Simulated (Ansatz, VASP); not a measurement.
## CoSi3 in VASP and in Ansatz

```
Si Co
1.0
     0.00000    3.04351    3.04351
     3.04351    0.00000    3.04351
     3.04351    3.04351    0.00000
Si Co
3 1
Direct
  0.25000 0.25000 0.25000
  0.75000 0.75000 0.75000
  0.50000 0.50000 0.50000
  0.00000 0.00000 0.00000
```

Alike in both runs: task single point; functional PBE; k mesh 12 × 12 × 12; occupations gaussian, width 0.1 eV; collinear spin.

```csv
,VASP,Ansatz
version,VASP 6.6.1,Ansatz 0.2.0
potentials or method,"VASP PAW PBE potentials, release 64 (Si, Co), cutoff 520 eV","scalar-relativistic, plane waves, PAW"
valence electrons in the cell,21,29
```

```tsv
	VASP	Ansatz	Ansatz less VASP
gap on the k mesh at the Fermi level (eV)	none	none	-
pressure (GPa)	-10.2	-10.2	-0.03
net moment per atom (μB)	0.03	0.04	+0.009
size of the moment on the site where the two differ most (μB)	0.12	0.17	+0.045
```

Site moments also hang on the region over which each program counts them. A gap of «none» marks a metal or a gap that the smearing closes. The functional is the same, so the differences come from potentials, cutoffs and numerics. VASP's potentials hold 21 valence electrons a cell and Ansatz's 29, so a difference there can come from the potentials and not from the codes. Ansatz's warnings: seeded moment not kept.
